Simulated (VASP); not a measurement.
# TiAl in VASP: notebook

Runs on TiAl. Level: PBE. Tasks: single point.

Program: VASP 6.6.1. These are calculated values, not measurements. Logs are shortened: lines on timing, memory, paths and dates and some standing lists are left out, and cuts for length are marked.

**1. The cell of the first run**

It takes space group P-6m2 (No. 187, hexagonal). Conventional cell: a = 2.867 Å, b = 2.867 Å, c = 4.678 Å, α = 90.00°, β = 90.00°, γ = 120.00°. Within 3.8 Å of Ti (site symmetry -6m2) lie 6 Al at 2.87 Å and 6 Ti at 2.87 Å. Within 3.8 Å of Al (site symmetry -6m2) lie 6 Ti at 2.87 Å and 6 Al at 2.87 Å.

**2. Single point, PBE**

The input, INCAR:

```
SYSTEM = TiAl
ALGO     = Normal         ! electronic algorithm
EDIFF    = 1E-6           ! SCF threshold, eV
ENCUT    = 520            ! plane-wave cutoff, eV
GGA      = PE             ! functional
ISIF     = 2              ! what is computed and relaxed
ISMEAR   = 0              ! smearing method
LASPH    = .True.         ! aspherical terms in the spheres
LCHARG   = .False.        ! write CHGCAR
LREAL    = .False.        ! projectors in reciprocal space
LWAVE    = .False.        ! write WAVECAR
NBANDS   = 14             ! bands
NELM     = 80             ! most SCF steps
PREC     = Accurate       ! precision mode
SIGMA    = 0.1            ! smearing width, eV
```

The input, KPOINTS:

```
k-points
0
Gamma
  9 9 4
  0 0 0
```

The input, POSCAR:

```
TiAl
1.0
    2.8672622327      0.0000000000      0.0000000000
   -1.4336311163      2.4831219328      0.0000000000
    0.0000000000      0.0000000000      4.6780830000
Ti Al
1 1
Direct
    0.0000000000      0.0000000000      0.0000000000
    0.3333333300      0.6666666700      0.5000000000
```

Potentials or basis: VASP PAW PBE potentials, release 64 (Ti_sv, Al).

Command:

```sh
cat potpaw_PBE.64/Ti_sv/POTCAR potpaw_PBE.64/Al/POTCAR > POTCAR
mpirun -np 1 vasp_std > vasp.out
```

OUTCAR:

```text
SYSTEM = TiAl
   EDIFF = 1E-6
   ENCUT = 520
   GGA = PE
   ISIF = 2
   ISMEAR = 0
   LASPH = .True.
   LREAL = .False.
   NELM = 80
   PREC = Accurate

 ion  position               nearest neighbor table
   1  0.000  0.000  0.000-   2 2.87   2 2.87   2 2.87   2 2.87   2 2.87   2 2.87
   2  0.333  0.667  0.500-   1 2.87   1 2.87   1 2.87   1 2.87   1 2.87   1 2.87

  LATTYP: Found a hexagonal cell.
 ALAT       =     2.8672622327
 C/A-ratio  =     1.6315504549

  Lattice vectors:

 A1 = (   2.8672622327,   0.0000000000,   0.0000000000)
 A2 = (  -1.4336311163,   2.4831219328,   0.0000000000)
 A3 = (   0.0000000000,   0.0000000000,   4.6780830000)

Analysis of symmetry for initial positions (statically):
=====================================================================
 Subroutine PRICEL returns:
 Original cell was already a primitive cell.

 Routine SETGRP: Setting up the symmetry group for a
 hexagonal supercell.

 Subroutine GETGRP returns: Found 12 space group operations
 (whereof 12 operations were pure point group operations)
 out of a pool of 24 trial point group operations.

The static configuration has the point symmetry D_3h.

Analysis of symmetry for dynamics (positions and initial velocities):
=====================================================================
 Subroutine PRICEL returns:
 Original cell was already a primitive cell.

 Routine SETGRP: Setting up the symmetry group for a
 hexagonal supercell.

 Subroutine GETGRP returns: Found 12 space group operations
 (whereof 12 operations were pure point group operations)
 out of a pool of 24 trial point group operations.

The dynamic configuration has the point symmetry D_3h.

 Subroutine INISYM returns: Found 12 space group operations
 (whereof 12 operations are pure point group operations),
 and found     1 'primitive' translations

----------------------------------------------------------------------------------------

                                     Primitive cell

  volume of cell :      33.3068

  direct lattice vectors                    reciprocal lattice vectors
     2.867262233  0.000000000  0.000000000     0.348764751  0.201359423  0.000000000
    -1.433631116  2.483121933  0.000000000     0.000000000  0.402718846  0.000000000
     0.000000000  0.000000000  4.678083000     0.000000000  0.000000000  0.213762774

  length of vectors
     2.867262233  2.867262233  4.678083000     0.402718846  0.402718846  0.213762774

  position of ions in fractional coordinates (direct lattice)
     0.000000000  0.000000000  0.000000000
     0.333333330  0.666666670  0.500000000

  ion indices of the primitive-cell ions
   primitive index   ion index
                 1           1
                 2           2

----------------------------------------------------------------------------------------

 KPOINTS: k-points

Automatic generation of k-mesh.
 Grid dimensions read from file:
 generate k-points for:    9    9    4

 Generating k-lattice:

  Cartesian coordinates                     Fractional coordinates (reciprocal lattice)
     0.038751639  0.022373269  0.000000000     0.111111111  0.000000000  0.000000000
     0.000000000  0.044746538  0.000000000     0.000000000  0.111111111  0.000000000
     0.000000000  0.000000000  0.053440694     0.000000000  0.000000000  0.250000000

  Length of vectors
     0.044746538  0.044746538  0.053440694

  Shift w.r.t. Gamma in fractional coordinates (k-lattice)
     0.000000000  0.000000000  0.000000000

 Subroutine IBZKPT returns following result:
 ===========================================

 Found     36 irreducible k-points:

 Following reciprocal coordinates:
            Coordinates               Weight
  0.000000  0.000000  0.000000      1.000000
  0.111111 -0.000000  0.000000      6.000000
  0.222222 -0.000000  0.000000      6.000000
  0.333333 -0.000000  0.000000      6.000000
  0.444444 -0.000000  0.000000      6.000000
  0.111111  0.111111  0.000000      6.000000
[... 16 lines left out ...]
  0.333333  0.222222  0.250000     24.000000
  0.333333  0.333333  0.250000      4.000000
 [... further k-points ...]
   k-points           NKPTS =     36   k-points in BZ     NKDIM =     36   number of bands    NBANDS=     14
   number of dos      NEDOS =    301   number of ions     NIONS =      2
   total plane-waves  NPLWV =  20736
   dimension x,y,z NGX =    24 NGY =   24 NGZ =   36
   dimension x,y,z NGXF=    48 NGYF=   48 NGZF=   72
   ions per type =               1   1
   NGX,Y,Z   is equivalent  to a cutoff of  13.92, 13.92, 12.79 a.u.
   NGXF,Y,Z  is equivalent  to a cutoff of  27.83, 27.83, 25.59 a.u.
 SYSTEM =  TiAl
   PREC   = accura    normal or accurate (medium, high low for compatibility)
   ISTART =      0    job   : 0-new  1-cont  2-samecut
   ICHARG =      2    charge: 1-file 2-atom 10-const
   ISPIN  =      1    spin polarized calculation?
   LNONCOLLINEAR =      F non collinear calculations
   LSORBIT =      F    spin-orbit coupling
   LASPH  =      T    aspherical Exc in radial PAW
   ENCUT  =  520.0 eV  38.22 Ry    6.18 a.u.   5.33  5.33  8.70*2*pi/ulx,y,z
   NELM   =     80;   NELMIN=  2; NELMDL= -5     # of ELM steps
   EDIFF  = 0.1E-05   stopping-criterion for ELM
   LREAL  =      F    real-space projection
   EDIFFG = 0.1E-04   stopping-criterion for IOM
   NSW    =      0    number of steps for IOM
   IBRION =     -1    ionic relax: 0-MD 1-quasi-New 2-CG
   NFREE  =      0    steps in history (QN), initial steepest desc. (CG)
   ISIF   =      2    stress and relaxation
   ISYM   =      2    0-nonsym 1-usesym 2-fastsym
   POTIM  = 0.5000    time-step for ionic-motion
   TEBEG  =    0.0;   TEEND  =   0.0 temperature during run
   PSTRESS=    0.0 pullay stress
   NELECT =      15.0000    total number of electrons
   NUPDOWN=      -1.0000    fix difference up-down
   EMIN   =  10.00;   EMAX   =-10.00  energy-range for DOS
   EFERMI =   0.00;   METHOD = LEGACY
   ISMEAR =     0;   SIGMA  =   0.10  broadening in eV -4-tet -1-fermi 0-gaus
   EFERMI_NEDOS =   21; number of points for ismear=-14 and -15
   IALGO  =     38    algorithm
   IMIX   =      4    mixing-type and parameters
     AMIX     =   0.40;   BMIX     =  1.00
     AMIX_MAG =   1.60;   BMIX_MAG =  1.00
  volume/ion in A,a.u.               =      16.65       112.38
  Fermi-wavevector in a.u.,A,eV,Ry     =   1.254857  2.371335 21.424622  1.574665
  Thomas-Fermi vector in A             =   2.388641
   LORBIT       =      0    0 simple, 1 ext, 2 COOP (PROOUT), +10 PAW based schemes
   GGA     = PE    functional components
   LHFCALC =     F    Hartree Fock is set to
   AEXX    =    0.0000 exact exchange contribution
   IVDW    =     0    specifies the selected vdW correction
   LEPSILON=     F    determine dielectric tensor
   LRPA    =     F    only Hartree local field effects (RPA)
 non-spin polarized calculation
 Gauss-broadening in eV      SIGMA  =   0.10
  energy-cutoff  :      520.00
  volume of cell :       33.31
 maximum number of plane-waves:       917
 NGX is ok and might be reduce to    24
   NGX = 11   NGY = 11   NGZ = 17

 number of electron      15.0000001 magnetization

 Free energy of the ion-electron system (eV)
  ---------------------------------------------------
  ext. energy  EPLUGINS =         0.00000000
  ---------------------------------------------------
  free energy    TOTEN  =       -12.09366549 eV

  energy without entropy =      -12.08017254  energy(sigma->0) =      -12.08691901

 E-fermi :   7.8961     XC(G=0): -10.9328

 val. band max:        7.8902904269   @ k =   0.3333   0.3333   0.5000
 cond. band min:       7.9129320106   @ k =   0.2222   0.1111   0.0000
 fundamental gap:      0.0226415837
 Fermi energy:         7.8960583855

 k-point     1 :       0.0000    0.0000    0.0000
  band No.  band energies     occupation
      1     -48.6536      2.00000
      2     -24.9827      2.00000
      3     -24.5501      2.00000
      4     -24.5501      2.00000
      5      -1.0777      2.00000
      6       5.5806      2.00000
      7       6.0238      2.00000
      8       9.1625      0.00000
      9       9.1625      0.00000
     10      10.6386      0.00000
     11      10.6386      0.00000
     12      11.7542      0.00000
     13      20.7410      0.00000
     14      20.7410      0.00000

 k-point     2 :       0.1111   -0.0000    0.0000
  band No.  band energies     occupation
      1     -48.6426      2.00000
      2     -24.9718      2.00000
      3     -24.6191      2.00000
      4     -24.5657      2.00000
      5      -0.7717      2.00000
      6       5.9070      2.00000
      7       6.0644      2.00000
      8       8.8838      0.00000
      9       9.4087      0.00000
     10      10.5563      0.00000
     11      10.7053      0.00000
     12      11.8233      0.00000
     13      17.5752      0.00000
     14      19.0433      0.00000

 k-point     3 :       0.2222   -0.0000    0.0000
  band No.  band energies     occupation
      1     -48.6147      2.00000
      2     -24.9442      2.00000
      3     -24.7912      2.00000
      4     -24.6050      2.00000
      5       0.1275      2.00000
      6       6.1647      2.00000
      7       6.6637      2.00000
      8       8.3174      0.00000
      9      10.0857      0.00000
     10      10.3537      0.00000
     11      10.9433      0.00000
     12      11.9537      0.00000
     13      14.1734      0.00000
     14      17.5006      0.00000

 k-point     4 :       0.3333   -0.0000    0.0000
  band No.  band energies     occupation
      1     -48.5828      2.00000
      2     -24.9831      2.00000
      3     -24.9127      2.00000
      4     -24.6493      2.00000
      5       1.5678      2.00000
      6       6.2739      2.00000
      7       6.8734      2.00000
      8       7.8239      1.69261
      9      10.1331      0.00000
     10      10.9891      0.00000
     11      11.3963      0.00000
     12      11.5862      0.00000
     13      12.7210      0.00000
     14      16.3915      0.00000

 k-point     5 :       0.4444   -0.0000    0.0000
  band No.  band energies     occupation
      1     -48.5619      2.00000
      2     -25.1061      2.00000
      3     -24.8920      2.00000
      4     -24.6781      2.00000
      5       3.4313      2.00000
      6       5.7552      2.00000
      7       6.3423      2.00000
      8       6.9759      2.00000
      9       9.9942      0.00000
     10      11.7097      0.00000
     11      11.8048      0.00000
[... 276 lines left out ...]
 k-point    22 :       0.2222    0.2222    0.2500
  band No.  band energies     occupation
      1     -48.5687      2.00000
      2     -24.9917      2.00000
      3     -24.9000      2.00000
      4     -24.7461      2.00000
      5       2.6072      2.00000
      6       6.2507      2.00000
      7       7.3540      2.00000
      8       7.8726      1.26006
      9       8.8181      0.00000
     10      10.1220      0.00000
     11      10.9533      0.00000
     12      12.2795      0.00000
     13      13.1023      0.00000
     14      16.0574      0.00000

 k-point    23 :       0.3333    0.2222    0.2500
  band No.  band energies     occupation
      1     -48.5527      2.00000
      2     -25.0345      2.00000
      3     -24.8840      2.00000
      4     -24.8214      2.00000
      5       4.3552      2.00000
      6       6.1650      2.00000
      7       7.0989      2.00000
      8       7.4896      2.00000
      9       8.2004      0.00002
     10      10.3913      0.00000
     11      10.5992      0.00000
     12      11.9161      0.00000
     13      13.4966      0.00000
     14      14.9687      0.00000

 k-point    24 :       0.3333    0.3333    0.2500
  band No.  band energies     occupation
      1     -48.5471      2.00000
      2     -24.9507      2.00000
      3     -24.9473      2.00000
      4     -24.8785      2.00000
      5       6.0270      2.00000
      6       6.0322      2.00000
      7       6.3339      2.00000
      8       7.2914      2.00000
      9       7.8862      1.11068
     10      10.3743      0.00000
     11      10.5806      0.00000
     12      11.2293      0.00000
     13      14.6712      0.00000
     14      14.6884      0.00000

 [... further k-points ...]

------------------------ aborting loop because EDIFF is reached ----------------------------------------

  FORCE on cell =-STRESS in cart. coord.  units (eV):
  Direction    XX          YY          ZZ          XY          YZ          ZX
  --------------------------------------------------------------------------------------
  -------------------------------------------------------------------------------------
  Total        0.1096513      0.1096513     -0.0967493      0.0000000      0.0000000     -0.0000000
  in kB        5.2746165      5.2746165     -4.6539856      0.0000000      0.0000000     -0.0000000
  external PRESSURE =       1.9650825 kB  Pullay stress =       0.0000000 kB

 VOLUME and BASIS-vectors are now :
 -----------------------------------------------------------------------------
  energy-cutoff  :      520.00
  volume of cell :       33.31
      direct lattice vectors                 reciprocal lattice vectors
     2.867262233  0.000000000  0.000000000     0.348764751  0.201359423  0.000000000
    -1.433631116  2.483121933  0.000000000     0.000000000  0.402718846  0.000000000
     0.000000000  0.000000000  4.678083000     0.000000000  0.000000000  0.213762774

 POSITION                                       TOTAL-FORCE (eV/Angst)
 -----------------------------------------------------------------------------------
      0.00000      0.00000      0.00000         0.000000      0.000000      0.000000
     -0.00000      1.65541      2.33904        -0.000000      0.000000      0.000000
 -----------------------------------------------------------------------------------
    total drift:                               -0.000000      0.000000      0.000000

  FREE ENERGIE OF THE ION-ELECTRON SYSTEM (eV)
  ---------------------------------------------------
  free  energy   TOTEN  =       -12.0936654853 eV

  energy  without entropy=      -12.0801725442  energy(sigma->0) =      -12.08691901
```

Wall time 25 s (1 thread of AMD EPYC 7R13, shared host); peak memory 0.13 GiB.

What came out:

| Property | Result |
| --- | --- |
| Free energy | -12.0937 eV |
| Pressure | 0.2 GPa |

[end of part 1 of 3]
